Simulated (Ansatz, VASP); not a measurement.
**CoSi2: VASP beside Ansatz**

INCAR

```
ALGO = Normal
EDIFF = 1E-7
ENCUT = 520
ISIF = 2
ISMEAR = -1
LASPH = T
LCHARG = F
LREAL = F
LWAVE = F
NBANDS = 16
NELM = 100
PREC = Accurate
SIGMA = 0.1
```

Contents of KPOINTS:

```
k-points
0
Gamma
  10 10 10
```

POSCAR

```
CoSi2
1.0
    0.0000000000      2.5272363715      2.5272363715
    2.5272363715      0.0000000000      2.5272363715
    2.5272363715      2.5272363715      0.0000000000
Co Si
1 2
Direct
    0.0000000000      0.0000000000      0.0000000000
    0.2500000000      0.2500000000      0.2500000000
    0.7500000000      0.7500000000      0.7500000000
```

Input for Ansatz:

```yaml
crystal:
  lattice:
    - [0.0, 2.5272363715, 2.5272363715]
    - [2.5272363715, 0.0, 2.5272363715]
    - [2.5272363715, 2.5272363715, 0.0]
  atoms:
    - { symbol: Co, position: [0.0, 0.0, 0.0] }
    - { symbol: Si, position: [0.25, 0.25, 0.25] }
    - { symbol: Si, position: [0.75, 0.75, 0.75] }
kpoints:
  mp_grid: { grid: [10, 10, 10] }
scf:
  occupations: { method: fermi_dirac, width: 0.1 }
hamiltonian:
  xc: lda
  pseudopotentials: { kind: all_electron, lapw: { basis_error: 0.001 } }
output:
  forces: true
  stress: true
  eigenvalues: true
  populations: true
```

Change from the starting cell: volume scaled by 0.88, LAPW.

Alike in both runs: task single point; functional LDA; k mesh 10 × 10 × 10; occupations fermi-dirac, width 0.1 eV; no spin polarisation.

```csv
,VASP,Ansatz
version,VASP 6.6.1,Ansatz 0.2.0
potentials or method,"VASP PAW LDA potentials, release 64 (Co, Si), cutoff 520 eV","all-electron LAPW, scalar-relativistic"
```

```csv
,VASP,Ansatz,Ansatz less VASP
pressure (GPa),35.0,34.4,-0.61
```

LDA's correlation is that of Perdew and Zunger in VASP and of Perdew and Wang (1992) in Ansatz. Both programs put the cell under a high pressure, so it lies far from rest at this level. Ansatz ran all-electron here, and VASP with PAW potentials.
